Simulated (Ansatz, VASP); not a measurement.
**GaN: VASP beside Ansatz**

Contents of INCAR:

```
SYSTEM = GaN
PREC = Accurate
ENCUT = 600
EDIFF = 1E-6
ISMEAR = 0
SIGMA = 0.1
LREAL = .False.
LASPH = .True.
NELM = 120
ALGO = Normal
ISIF = 2
LWAVE = .False.
LCHARG = .False.
GGA = PE
NBANDS = 16
GGA_COMPAT = .False.
```

KPOINTS

```
Automatic mesh
0
Gamma
  8 8 8
  0 0 0
```

POSCAR

```
GaN
1.0
    0.0000000000      2.2535006075      2.2535006075
    2.2535006075      0.0000000000      2.2535006075
    2.2535006075      2.2535006075      0.0000000000
Ga N
1 1
Direct
    0.0000000000      0.0000000000      0.0000000000
    0.7500000000      0.7500000000      0.7500000000
```

Input for Ansatz:

```yaml
crystal:
  lattice:
    - [0.0, 2.2535006075, 2.2535006075]
    - [2.2535006075, 0.0, 2.2535006075]
    - [2.2535006075, 2.2535006075, 0.0]
  atoms:
    - { symbol: Ga, position: [0.0, 0.0, 0.0] }
    - { symbol: "N", position: [0.75, 0.75, 0.75] }
basis:
  ecutwfc: 420
kpoints:
  mp_grid: { grid: [8, 8, 8] }
hamiltonian:
  xc: pbe
scf:
  occupations: { method: gaussian, width: 0.1 }
output:
  forces: true
  stress: true
  eigenvalues: true
```

Alike in both runs: task single point; functional PBE; k mesh 8 × 8 × 8; occupations gaussian, width 0.1 eV; no spin polarisation.

```csv
,VASP,Ansatz
version,VASP 6.6.1,Ansatz 0.2.0
potentials or method,"VASP PAW PBE potentials, release 64 (Ga_d, N), cutoff 600 eV","scalar-relativistic, plane waves, PAW"
valence electrons in the cell,18,18
```

|  | VASP | Ansatz | Ansatz less VASP |
| --- | --- | --- | --- |
| gap on the k mesh at the Fermi level (eV) | 1.72 | 1.72 | -0.008 |
| least direct gap on the mesh (eV) | 1.72 | 1.72 | -0.008 |
| pressure (GPa) | 4.9 | 5.0 | +0.09 |

With one functional, cell and mesh, what is left measures potentials, basis and numerics.
